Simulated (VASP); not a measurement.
# TePb (rocksalt type) (Fm-3m) in VASP: a series of runs, part 2 of 2

VASP 6.6.1.

### Step 4. Single point, LDA (20.78 Å³/atom)

This run uses another cell than the first one, of 20.78 Å³/atom.

The input, INCAR:

```
SYSTEM = TePb
ALGO = Normal ; EDIFF = 1E-6
ENCUT = 500 ; GGA_COMPAT = .False.
ISIF = 2 ; ISMEAR = -1
LASPH = .True. ; LCHARG = .False.
LREAL = .False. ; LWAVE = .False.
NBANDS = 17 ; NELM = 120
PREC = Accurate ; SIGMA = 0.08
```

The input, KPOINTS:

```
k-points
0
Gamma
  12 12 12
  0 0 0
```

The input, POSCAR:

```
TePb
1.0
    0.0000000000      2.7494555307      2.7494555307
    2.7494555307      0.0000000000      2.7494555307
    2.7494555307      2.7494555307      0.0000000000
Pb Te
1 1
Direct
    0.0000000000      0.0000000000      0.0000000000
    0.5000000000      0.5000000000      0.5000000000
```

Potentials or basis: VASP PAW LDA potentials, release 64 (Pb_d, Te).

On the command line:

```bash
cat potpaw_LDA.64/Pb_d/POTCAR potpaw_LDA.64/Te/POTCAR > POTCAR
mpirun -np 1 vasp_std > vasp.out
```

OUTCAR:

```text
SYSTEM = TePb
   EDIFF = 1E-6
   ENCUT = 500
   ISIF = 2
   ISMEAR = -1
   LASPH = .True.
   LREAL = .False.
   NELM = 120
   PREC = Accurate

 ion  position               nearest neighbor table
   1  0.000  0.000  0.000-   2 2.75   2 2.75   2 2.75   2 2.75   2 2.75   2 2.75
   2  0.500  0.500  0.500-   1 2.75   1 2.75   1 2.75   1 2.75   1 2.75   1 2.75

  LATTYP: Found a face centered cubic cell.
 ALAT       =     5.4989110614

  Lattice vectors:

 A1 = (   0.0000000000,   2.7494555307,   2.7494555307)
 A2 = (   2.7494555307,   0.0000000000,   2.7494555307)
 A3 = (   2.7494555307,   2.7494555307,   0.0000000000)

Analysis of symmetry for initial positions (statically):
=====================================================================
 Subroutine PRICEL returns:
 Original cell was already a primitive cell.

 Routine SETGRP: Setting up the symmetry group for a
 face centered cubic supercell.

 Subroutine GETGRP returns: Found 48 space group operations
 (whereof 48 operations were pure point group operations)
 out of a pool of 48 trial point group operations.

The static configuration has the point symmetry O_h .

Analysis of symmetry for dynamics (positions and initial velocities):
=====================================================================
 Subroutine PRICEL returns:
 Original cell was already a primitive cell.

 Routine SETGRP: Setting up the symmetry group for a
 face centered cubic supercell.

 Subroutine GETGRP returns: Found 48 space group operations
 (whereof 48 operations were pure point group operations)
 out of a pool of 48 trial point group operations.

The dynamic configuration has the point symmetry O_h .

 Subroutine INISYM returns: Found 48 space group operations
 (whereof 48 operations are pure point group operations),
 and found     1 'primitive' translations

----------------------------------------------------------------------------------------

                                     Primitive cell
[... 108 lines left out ...]
   IALGO  =     38    algorithm
   IMIX   =      4    mixing-type and parameters
     AMIX     =   0.40;   BMIX     =  1.00
     AMIX_MAG =   1.60;   BMIX_MAG =  1.00
  volume/ion in A,a.u.               =      20.78       140.26
  Fermi-wavevector in a.u.,A,eV,Ry     =   1.282807  2.424155 22.389678  1.645595
  Thomas-Fermi vector in A             =   2.415097
   LORBIT       =      0    0 simple, 1 ext, 2 COOP (PROOUT), +10 PAW based schemes
   GGA     = CA    functional components
   LHFCALC =     F    Hartree Fock is set to
   AEXX    =    0.0000 exact exchange contribution
   IVDW    =     0    specifies the selected vdW correction
   LEPSILON=     F    determine dielectric tensor
   LRPA    =     F    only Hartree local field effects (RPA)
 non-spin polarized calculation
  energy-cutoff  :      500.00
  volume of cell :       41.57
 maximum number of plane-waves:      1067
   NGX = 15   NGY = 15   NGZ = 15

 number of electron      20.0000004 magnetization

 Free energy of the ion-electron system (eV)
  ---------------------------------------------------
  ext. energy  EPLUGINS =         0.00000000
  ---------------------------------------------------
  free energy    TOTEN  =        -5.87264258 eV

  energy without entropy =       -5.86439126  energy(sigma->0) =       -5.86851692

 E-fermi :  13.2785     XC(G=0): -11.8721

 val. band max:       13.2459744825   @ k =  -0.4167   0.1667   0.0833
 cond. band min:      13.3294340319   @ k =   0.4167   0.0000   0.0000
 fundamental gap:      0.0834595494
 Fermi energy:        13.2785445288

 k-point     1 :       0.0000    0.0000    0.0000
  band No.  band energies     occupation
      1      -4.9982      2.00000
      2      -4.9982      2.00000
      3      -4.9296      2.00000
      4      -4.9296      2.00000
      5      -4.9296      2.00000
      6      -3.9677      2.00000
[... 457 lines left out ...]
      4      -4.8532      2.00000
      5      -4.8193      2.00000
      6      -0.4938      2.00000
[... 9 lines left out ...]
     16      21.7392      0.00000
     17      25.4522      0.00000

 [... further k-points ...]

------------------------ aborting loop because EDIFF is reached ----------------------------------------

  FORCE on cell =-STRESS in cart. coord.  units (eV):
  Direction    XX          YY          ZZ          XY          YZ          ZX
  --------------------------------------------------------------------------------------
  -------------------------------------------------------------------------------------
  Total       15.3832218     15.3832218     15.3832218      0.0000000     -0.0000000     -0.0000000
  in kB      592.9086533    592.9086533    592.9086533      0.0000000     -0.0000000     -0.0000000
  external PRESSURE =     592.9086533 kB  Pullay stress =       0.0000000 kB

 VOLUME and BASIS-vectors are now :
 -----------------------------------------------------------------------------
  energy-cutoff  :      500.00
  volume of cell :       41.57
      direct lattice vectors                 reciprocal lattice vectors
     0.000000000  2.749455531  2.749455531    -0.181854187  0.181854187  0.181854187
     2.749455531  0.000000000  2.749455531     0.181854187 -0.181854187  0.181854187
     2.749455531  2.749455531  0.000000000     0.181854187  0.181854187 -0.181854187

 POSITION                                       TOTAL-FORCE (eV/Angst)
 -----------------------------------------------------------------------------------
      0.00000      0.00000      0.00000         0.000000      0.000000      0.000000
      2.74946      2.74946      2.74946        -0.000000     -0.000000     -0.000000
 -----------------------------------------------------------------------------------
    total drift:                               -0.000000      0.000000      0.000000

  FREE ENERGIE OF THE ION-ELECTRON SYSTEM (eV)
  ---------------------------------------------------
  free  energy   TOTEN  =        -5.8726425763 eV

  energy  without entropy=       -5.8643912604  energy(sigma->0) =       -5.86851692
```

OSZICAR:

```text
N       E                     dE             d eps       ncg     rms          rms(c)
DAV:   1     0.156375491897E+03    0.15638E+03   -0.94431E+03  2464   0.128E+03
DAV:   2     0.345756951455E+01   -0.15292E+03   -0.14759E+03  2608   0.325E+02
DAV:   3    -0.577468814289E+01   -0.92323E+01   -0.91369E+01  3304   0.845E+01
DAV:   4    -0.598389543303E+01   -0.20921E+00   -0.20898E+00  3098   0.128E+01
DAV:   5    -0.599181223093E+01   -0.79168E-02   -0.79163E-02  3673   0.239E+00    0.125E+01
DAV:   6    -0.590452315526E+01    0.87289E-01   -0.63981E-02  3541   0.317E+00    0.766E+00
DAV:   7    -0.587429837065E+01    0.30225E-01   -0.63950E-02  3329   0.224E+00    0.397E-01
DAV:   8    -0.587261485211E+01    0.16835E-02   -0.85048E-03  3327   0.115E+00    0.288E-01
DAV:   9    -0.587265118011E+01   -0.36328E-04   -0.76577E-04  3011   0.156E-01    0.957E-02
DAV:  10    -0.587264259782E+01    0.85823E-05   -0.22843E-05  3067   0.412E-02    0.228E-02
DAV:  11    -0.587264257628E+01    0.21541E-07   -0.36639E-06  3146   0.141E-02
   1 F= -.58726426E+01 E0= -.58685169E+01  d E =-.825132E-02
```

Wall time 15 s (1 thread of Intel Xeon 6975P-C (Granite Rapids), shared host); peak memory 0.17 GiB.

Results:

* Free energy: -5.8726 eV
* Pressure: 59.3 GPa
* Band gap on the k mesh: zero (bands 10 and 11 overlap by 0.50 eV)

Caveat: the cell stands under pressure; semilocal functionals underestimate gaps, so a narrow gap can read as zero; spin-orbit coupling is left out, which moves the levels of the heavy elements.
